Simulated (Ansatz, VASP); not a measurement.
## One calculation of MnO2, two programs

Contents of INCAR:

```
PREC     = Accurate       # precision mode
ENCUT    = 700            # plane-wave cutoff, eV
EDIFF    = 1E-6           # SCF threshold, eV
ISMEAR   = -1             # smearing method
SIGMA    = 0.05           # smearing width, eV
LREAL    = False          # projectors in reciprocal space
LASPH    = True           # aspherical terms in the spheres
NELM     = 200            # most SCF steps
ALGO     = Normal         # electronic algorithm
ISIF     = 2              # what is computed and relaxed
LWAVE    = False          # write WAVECAR
LCHARG   = False          # write CHGCAR
ISPIN    = 2              # spin polarisation
MAGMOM   = 4 0 0          # initial moments
LORBIT   = 11             # projections on sites
LMAXMIX  = 4              # l up to which the mixer works
GGA      = PS             # functional
NBANDS   = 24             # bands
GGA_COMPAT= False
```

The input KPOINTS:

```
Automatic mesh
0
Gamma
  11 11 6
```

POSCAR

```
MnO2
1.0
    2.8565781804      0.0000000000      0.0000000000
   -1.4282890902      2.4738692722      0.0000000000
    0.0000000000      0.0000000000      4.6013740589
Mn O
1 2
Direct
    0.0000000000      0.0000000000      0.5000000000
    0.3333333333      0.6666666667      0.7062925700
    0.6666666667      0.3333333333      0.2937074300
```

input.yaml

```yaml
crystal:
  lattice:
    - [2.8565781804, 0.0, 0.0]
    - [-1.4282890902, 2.4738692722, 0.0]
    - [0.0, 0.0, 4.6013740589]
  atoms:
    - { symbol: Mn, position: [0.0, 0.0, 0.5], spin: 4.0 }
    - { symbol: O, position: [0.3333333333, 0.6666666667, 0.70629257] }
    - { symbol: O, position: [0.6666666667, 0.3333333333, 0.29370743] }
hamiltonian:
  xc: pbesol
  pseudopotentials: { kind: paw }
magnetization:
  spin_polarized: true
kpoints:
  mp_grid: { grid: [11, 11, 6] }
  band_path:
    path:
      - [[0.0, 0.0, 0.0], [0.5, 0.0, 0.0], [0.3333333333, 0.3333333333, 0.0], [0.0, 0.0, 0.0], [0.0, 0.0, 0.5], [0.5, 0.0, 0.5], [0.3333333333, 0.3333333333, 0.5], [0.0, 0.0, 0.5]]
      - [[0.5, 0.0, 0.5], [0.5, 0.0, 0.0]]
      - [[0.3333333333, 0.3333333333, 0.0], [0.3333333333, 0.3333333333, 0.5]]
    npoints: 14
scf:
  occupations: { method: fermi_dirac, width: 0.05 }
  n_extra_bands: 7
output:
  forces: true
  stress: true
  eigenvalues: true
  fatbands: false
  write_density: true
  write_potential: true
  elf: true
  volumetric_format: npy
```

Alike in both runs: functional PBEsol; k mesh 11 × 11 × 6; occupations fermi-dirac, width 0.05 eV; collinear spin.

|  | VASP | Ansatz |
| --- | --- | --- |
| version | VASP 6.6.1 | Ansatz 0.2.0 |
| potentials or method | VASP PAW PBE potentials, release 64 (Mn_sv, O) | Ansatz PAW |
| plane-wave cutoff (eV) | 700 | 420 |
| valence electrons in the cell | 27 | 27 |
| task | single point | band structure |

VASP gave:

| Item | Value |
| --- | --- |
| gap on the k mesh at the Fermi level (eV) | 0.72 |
| least direct gap on the mesh (eV) | 0.77 |
| pressure (GPa) | -2.4 |
| traceless stress, the component that is largest in VASP (GPa) | 1.43 |
| rms of the force components (eV/Å) | 0.083 |
| net moment per atom (μB) | 1.00 |
| size of the moment on the site where the two differ most (μB) | 2.72 |

Task: What did Ansatz give for the same quantities?

Result: gap on the k mesh at the Fermi level (eV): 0.73; least direct gap on the mesh (eV): 0.79; pressure (GPa): -2.2; traceless stress, the component that is largest in VASP (GPa): 1.58; rms of the force components (eV/Å): 0.077; net moment per atom (μB): 1.00; size of the moment on the site where the two differ most (μB): 2.49.

VASP's potentials were made for PBE, not for PBEsol. Site moments also hang on the region over which each program counts them. Atom by atom the forces differ by 0.006 eV/Å (rms over components).
